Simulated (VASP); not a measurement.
# BP (F-43m) in VASP: further runs

BP is run at these levels: PBE-based screened hybrid, PBEsol-based screened hybrid, B3LYP; tasks: single point.

All numbers are computed with VASP 6.6.1; they aren't measurements. Logs are shortened: lines on timing, memory, paths and dates and some standing lists are left out, and cuts for length are marked.

**1. The cell of the first run**

The structure is cubic, space group F-43m (No. 216). The conventional cell has a = 4.538 Å, b = 4.538 Å, c = 4.538 Å, α = 90.00°, β = 90.00°, γ = 90.00°. P (site symmetry -43m) has 4 B at 1.97 Å within 2.6 Å. B (site symmetry -43m) has 4 P at 1.97 Å within 2.6 Å.

**2. Single point, PBE-based screened hybrid, collinear spin, ferromagnetic start**

POSCAR

```
BP
1.0
    0.0000000000      2.2690000000      2.2690000000
    2.2690000000      0.0000000000      2.2690000000
    2.2690000000      2.2690000000      0.0000000000
P B
1 1
Direct
    0.7500000000      0.7500000000      0.7500000000
    0.0000000000      0.0000000000      0.0000000000
```

INCAR.step1

```
SYSTEM = BP
  PREC = Accurate
  ENCUT = 520
  EDIFF = 1E-5
  ISMEAR = 0
  SIGMA = 0.15
  LREAL = .False.
  LASPH = .True.
  NELM = 150
  ALGO = Normal
  ISIF = 2
  LWAVE = .True.
  LCHARG = .False.
  ISPIN = 2
  MAGMOM = 0.11 0
  LORBIT = 11
  GGA = PE
  NBANDS = 15
```

INCAR.step2

```
SYSTEM = BP
  PREC = Accurate
  ENCUT = 520
  EDIFF = 1E-6
  ISMEAR = 0
  SIGMA = 0.15
  LREAL = .False.
  LASPH = .True.
  NELM = 150
  ALGO = Normal
  ISIF = 2
  LWAVE = .False.
  LCHARG = .False.
  ISPIN = 2
  MAGMOM = 0.11 0
  LORBIT = 11
  GGA = PE
  LHFCALC = .True.
  AEXX = 0.25
  HFSCREEN = 0.3
  PRECFOCK = Normal
  ISTART = 1
  NBANDS = 15
```

KPOINTS

```
regular mesh
0
Gamma
  5 5 5
  0 0 0
```

Potentials or basis: VASP PAW PBE potentials, release 64 (P, B).

The run is started by

```
> cat potpaw_PBE.64/P/POTCAR potpaw_PBE.64/B/POTCAR > POTCAR
> cp INCAR.step1 INCAR
> mpirun -np 1 vasp_std > vasp.out
> cp INCAR.step2 INCAR
> mpirun -np 1 vasp_std > vasp.out
```

OUTCAR:

```text
SYSTEM = BP
   PREC = Accurate
   ENCUT = 520
   EDIFF = 1E-6
   ISMEAR = 0
   LREAL = .False.
   LASPH = .True.
   NELM = 150
   ISIF = 2
   ISPIN = 2
   LORBIT = 11
   GGA = PE
   LHFCALC = .True.
   AEXX = 0.25
   HFSCREEN = 0.3
   PRECFOCK = Normal
   ISTART = 1

 ion  position               nearest neighbor table
   1  0.750  0.750  0.750-   2 1.97   2 1.97   2 1.97   2 1.97
   2  0.000  0.000  0.000-   1 1.97   1 1.97   1 1.97   1 1.97

  LATTYP: Found a face centered cubic cell.
 ALAT       =     4.5380000000

  Lattice vectors:

 A1 = (   0.0000000000,   2.2690000000,   2.2690000000)
 A2 = (   2.2690000000,   0.0000000000,   2.2690000000)
 A3 = (   2.2690000000,   2.2690000000,   0.0000000000)

Analysis of symmetry for initial positions (statically):
=====================================================================
 Subroutine PRICEL returns:
 Original cell was already a primitive cell.

 Routine SETGRP: Setting up the symmetry group for a
 face centered cubic supercell.

 Subroutine GETGRP returns: Found 24 space group operations
 (whereof 24 operations were pure point group operations)
 out of a pool of 48 trial point group operations.

The static configuration has the point symmetry T_d .

Analysis of symmetry for dynamics (positions and initial velocities):
=====================================================================
 Subroutine PRICEL returns:
 Original cell was already a primitive cell.

 Routine SETGRP: Setting up the symmetry group for a
 face centered cubic supercell.

 Subroutine GETGRP returns: Found 24 space group operations
 (whereof 24 operations were pure point group operations)
 out of a pool of 48 trial point group operations.

The dynamic configuration has the point symmetry T_d .

Analysis of structural, dynamic, and magnetic symmetry:
=====================================================================
 Subroutine PRICEL returns:
 Original cell was already a primitive cell.

 Routine SETGRP: Setting up the symmetry group for a
 face centered cubic supercell.

 Subroutine GETGRP returns: Found 24 space group operations
 (whereof 24 operations were pure point group operations)
 out of a pool of 48 trial point group operations.

The overall configuration has the point symmetry T_d .

 Subroutine INISYM returns: Found 24 space group operations
 (whereof 24 operations are pure point group operations),
 and found     1 'primitive' translations

----------------------------------------------------------------------------------------

                                     Primitive cell

  volume of cell :      23.3633

  direct lattice vectors                    reciprocal lattice vectors
     0.000000000  2.269000000  2.269000000    -0.220361393  0.220361393  0.220361393
     2.269000000  0.000000000  2.269000000     0.220361393 -0.220361393  0.220361393
     2.269000000  2.269000000  0.000000000     0.220361393  0.220361393 -0.220361393

  length of vectors
     3.208850573  3.208850573  3.208850573     0.381677128  0.381677128  0.381677128

  position of ions in fractional coordinates (direct lattice)
     0.750000000  0.750000000  0.750000000
     0.000000000  0.000000000  0.000000000

  ion indices of the primitive-cell ions
   primitive index   ion index
                 1           1
                 2           2

----------------------------------------------------------------------------------------

 KPOINTS: regular mesh

Automatic generation of k-mesh.
 Grid dimensions read from file:
 generate k-points for:    5    5    5

 Generating k-lattice:

  Cartesian coordinates                     Fractional coordinates (reciprocal lattice)
    -0.044072279  0.044072279  0.044072279     0.200000000  0.000000000  0.000000000
     0.044072279 -0.044072279  0.044072279     0.000000000  0.200000000  0.000000000
     0.044072279  0.044072279 -0.044072279     0.000000000  0.000000000  0.200000000

  Length of vectors
     0.076335426  0.076335426  0.076335426

  Shift w.r.t. Gamma in fractional coordinates (k-lattice)
     0.000000000  0.000000000  0.000000000

 Subroutine IBZKPT returns following result:
 ===========================================

 Found     10 irreducible k-points:

[... 35 lines left out ...]
   NFREE  =      0    steps in history (QN), initial steepest desc. (CG)
   ISIF   =      2    stress and relaxation
   ISYM   =      3    0-nonsym 1-usesym 2-fastsym
   POTIM  = 0.5000    time-step for ionic-motion
   TEBEG  =    0.0;   TEEND  =   0.0 temperature during run
   PSTRESS=    0.0 pullay stress
   NELECT =       8.0000    total number of electrons
   NUPDOWN=      -1.0000    fix difference up-down
   EMIN   =  10.00;   EMAX   =-10.00  energy-range for DOS
   EFERMI =   0.00;   METHOD = LEGACY
   ISMEAR =     0;   SIGMA  =   0.15  broadening in eV -4-tet -1-fermi 0-gaus
   EFERMI_NEDOS =   21; number of points for ismear=-14 and -15
   IALGO  =     38    algorithm
   IMIX   =      1    mixing-type and parameters
     AMIX     =   0.40;   BMIX     =  1.00
     AMIX_MAG =   1.60;   BMIX_MAG =  1.00
  volume/ion in A,a.u.               =      11.68        78.83
  Fermi-wavevector in a.u.,A,eV,Ry     =   1.145320  2.164342 17.847562  1.311759
  Thomas-Fermi vector in A             =   2.282009
   LORBIT       =     11    0 simple, 1 ext, 2 COOP (PROOUT), +10 PAW based schemes
   GGA     = PE    functional components
   LHFCALC =     T    Hartree Fock is set to
   PRECFOCK=normal    Normal, Fast or Accurate (Low or Medium for compatibility)
   ENCUT4O =  -1.0   cutoff for four orbital integrals eV
   NKREDX  =     1    reduce k-point grid by
   NKREDY  =     1    reduce k-point grid by
   NKREDZ  =     1    reduce k-point grid by
   AEXX    =    0.2500 exact exchange contribution
   HFSCREEN=    0.3000 screening length (either q_TF or 0.3 A-1)
   HFSCREENC=   0.3000 screening length for correlation (either q_TF or 0.3 A-1)
   ENCUTFOCK=  -1.0 apply spherical cutoff to Coloumb kernel
   IVDW    =     0    specifies the selected vdW correction
   LEPSILON=     F    determine dielectric tensor
   LRPA    =     F    only Hartree local field effects (RPA)
 spin polarized calculation
 Gauss-broadening in eV      SIGMA  =   0.15
  energy-cutoff  :      520.00
  volume of cell :       23.36
 maximum number of plane-waves:       635
  NGX = 18; NGY = 18; NGZ = 18

 number of electron       8.0000000 magnetization      -0.0000000

 number of electron       8.0000000 magnetization       0.0000000

 Free energy of the ion-electron system (eV)
  ---------------------------------------------------
  ext. energy  EPLUGINS =         0.00000000
  ---------------------------------------------------
  free energy    TOTEN  =       -14.43689084 eV

  energy without entropy =      -14.43689084  energy(sigma->0) =      -14.43689084

 E-fermi :   7.7433     XC(G=0):  -9.1489

 val. band max:        7.1072113385   @ k =   0.0000   0.0000   0.0000
 cond. band min:       8.8983124878   @ k =   0.4000   0.4000   0.0000
 fundamental gap:      1.7911011493
 Fermi energy:         7.7433115648

 spin component 1

 k-point     1 :       0.0000    0.0000    0.0000
  band No.  band energies     occupation
      1      -9.8663      1.00000
      2       7.1072      1.00000
      3       7.1072      1.00000
      4       7.1072      1.00000
      5      11.2584      0.00000
      6      11.2584      0.00000
      7      11.2584      0.00000
      8      15.5769      0.00000
      9      19.5014      0.00000
     10      20.3235      0.00000
     11      20.3235      0.00000
     12      23.9319      0.00000
     13      23.9319      0.00000
     14      23.9319      0.00000
[... 148 lines left out ...]
      1      -5.1809      1.00000
      2      -1.1445      1.00000
      3       1.0072      1.00000
      4       2.4821      1.00000
      5      12.4795      0.00000
      6      13.5741      0.00000
      7      14.8474      0.00000
      8      18.8782      0.00000
      9      19.8110      0.00000
     10      22.9380      0.00000
     11      26.5430      0.00000
     12      28.2414      0.00000
     13      29.8973      0.00000
     14      31.4304      0.00000
     15      32.4157      0.00000
 Fermi energy:         7.7433115648

 spin component 2

 k-point     1 :       0.0000    0.0000    0.0000
  band No.  band energies     occupation
      1      -9.8663      1.00000
      2       7.1072      1.00000
      3       7.1072      1.00000
      4       7.1072      1.00000
      5      11.2584      0.00000
      6      11.2584      0.00000
      7      11.2584      0.00000
      8      15.5769      0.00000
      9      19.5014      0.00000
     10      20.3235      0.00000
     11      20.3235      0.00000
     12      23.9319      0.00000
     13      23.9319      0.00000
     14      23.9319      0.00000
[... 149 lines left out ...]
      2      -1.1445      1.00000
      3       1.0072      1.00000
      4       2.4821      1.00000
      5      12.4795      0.00000
      6      13.5741      0.00000
      7      14.8474      0.00000
      8      18.8782      0.00000
      9      19.8110      0.00000
     10      22.9380      0.00000
     11      26.5430      0.00000
     12      28.2414      0.00000
     13      29.8973      0.00000
     14      31.4304      0.00000
     15      32.4157      0.00000

------------------------ aborting loop because EDIFF is reached ----------------------------------------

  FORCE on cell =-STRESS in cart. coord.  units (eV):
  Direction    XX          YY          ZZ          XY          YZ          ZX
  --------------------------------------------------------------------------------------
  -------------------------------------------------------------------------------------
  Total       -0.2221453     -0.2221453     -0.2221453      0.0000000      0.0000000     -0.0000000
  in kB      -15.2340085    -15.2340085    -15.2340085      0.0000000      0.0000000     -0.0000000
  external PRESSURE =     -15.2340085 kB  Pullay stress =       0.0000000 kB

 VOLUME and BASIS-vectors are now :
 -----------------------------------------------------------------------------
  energy-cutoff  :      520.00
  volume of cell :       23.36
      direct lattice vectors                 reciprocal lattice vectors
     0.000000000  2.269000000  2.269000000    -0.220361393  0.220361393  0.220361393
     2.269000000  0.000000000  2.269000000     0.220361393 -0.220361393  0.220361393
     2.269000000  2.269000000  0.000000000     0.220361393  0.220361393 -0.220361393

 POSITION                                       TOTAL-FORCE (eV/Angst)
 -----------------------------------------------------------------------------------
      3.40350      3.40350      3.40350         0.000000     -0.000000      0.000000
      0.00000      0.00000      0.00000        -0.000000      0.000000     -0.000000
 -----------------------------------------------------------------------------------
    total drift:                               -0.000001      0.000001     -0.000000

  FREE ENERGIE OF THE ION-ELECTRON SYSTEM (eV)
  ---------------------------------------------------
  free  energy   TOTEN  =       -14.4368908413 eV

  energy  without entropy=      -14.4368908413  energy(sigma->0) =      -14.43689084

 total charge

# of ion       s       p       d       tot
------------------------------------------
    1        0.988   1.595   0.000   2.583
    2        0.666   1.278   0.000   1.943
--------------------------------------------------
tot          1.654   2.873   0.000   4.527

 magnetization (x)

# of ion       s       p       d       tot
------------------------------------------
    1        0.000   0.000   0.000   0.000
    2       -0.000  -0.000   0.000  -0.000
--------------------------------------------------
tot         -0.000  -0.000   0.000  -0.000
```

It took 8.4 min on 1 thread of Intel Xeon 6975P-C, shared host; peak memory 0.25 GiB.

What came out:

```
Free energy                                           : -14.4369 eV
Pressure                                              : -1.5 GPa
Band gap on the k mesh                                : 1.79 eV, indirect (least direct gap 4.15 eV)
Net moment                                            : 0.00 μB per cell
Valence electrons inside the program's atomic spheres : P 2.58; B 1.94
```

Levels at points of the mesh, in eV from the valence-band top:
Spin up:
| k point | band 2 | band 3 | band 4 | band 5 | band 6 | band 7 |
| --- | --- | --- | --- | --- | --- | --- |
| (0.00, 0.00, 0.00) | 0.00 | 0.00 | 0.00 | 4.15 | 4.15 | 4.15 |
Spin down:
```
           k point  band 2  band 3  band 4  band 5  band 6  band 7
(0.00, 0.00, 0.00)    0.00    0.00    0.00    4.15    4.15    4.15
```

Caveat: the k points lie up to 0.48 Å⁻¹ apart; the PAW data sets were made with another functional, which shifts forces and pressure a little. A k mesh can miss the band edges.

**3. Single point, PBEsol-based screened hybrid**

POSCAR is that of step 2.

INCAR.step1

```
PREC     = Accurate       # precision mode
ENCUT    = 520            # plane-wave cutoff, eV
EDIFF    = 1E-5           # SCF threshold, eV
ISMEAR   = -1             # smearing method
SIGMA    = 0.05           # smearing width, eV
LREAL    = False          # projectors in reciprocal space
LASPH    = True           # aspherical terms in the spheres
NELM     = 60             # most SCF steps
ALGO     = Normal         # electronic algorithm
ISIF     = 2              # what is computed and relaxed
LWAVE    = True           # write WAVECAR
GGA      = PE             # functional
NBANDS   = 11             # bands
```

INCAR.step2

```
PREC     = Accurate       # precision mode
ENCUT    = 520            # plane-wave cutoff, eV
EDIFF    = 1E-6           # SCF threshold, eV
ISMEAR   = -1             # smearing method
SIGMA    = 0.05           # smearing width, eV
LREAL    = False          # projectors in reciprocal space
LASPH    = True           # aspherical terms in the spheres
NELM     = 60             # most SCF steps
ALGO     = Normal         # electronic algorithm
ISIF     = 2              # what is computed and relaxed
LWAVE    = False          # write WAVECAR
LCHARG   = True           # write CHGCAR
GGA      = PS             # functional
LHFCALC  = True           # exact exchange
AEXX     = 0.25           # exact-exchange fraction
HFSCREEN = 0.207          # screening, 1/A
PRECFOCK = Normal       
LELF     = True           # ELF
LVHAR    = True         
ISTART   = 1            
NBANDS   = 11             # bands
```

KPOINTS

```
Automatic mesh
0
Gamma
  5 5 5
```

Potentials or basis: VASP PAW PBE potentials, release 64 (P, B).

The run is started by

```
> cat potpaw_PBE.64/P/POTCAR potpaw_PBE.64/B/POTCAR > POTCAR
> cp INCAR.step1 INCAR
> mpirun -np 1 vasp_std > vasp.out
> cp INCAR.step2 INCAR
> mpirun -np 1 vasp_std > vasp.out
```

It took 2.1 min on 1 thread of Intel Xeon Platinum 8259CL at 2.50GHz (Skylake/Cascade Lake), shared host; peak memory 0.23 GiB.

The run converged. Its results:

| Quantity | Value |
| --- | --- |
| Free energy | -15.2883 eV |
| Pressure | -3.6 GPa |
| Band gap on the k mesh | 1.91 eV, indirect (least direct gap 4.31 eV) |

Levels at points of the mesh, in eV from the valence-band top:
```
           k point  band 1  band 2  band 3  band 4  band 5  band 6  band 7  band 8  band 9
(0.00, 0.00, 0.00)  -17.11    0.00    0.00    0.00    4.31    4.31    4.31    8.67   12.45
```

Caveat: the k points lie up to 0.48 Å⁻¹ apart; the PAW data sets were made with another functional, which shifts forces and pressure a little. A k mesh can miss the band edges.

(Continued in part 2 of 2.)
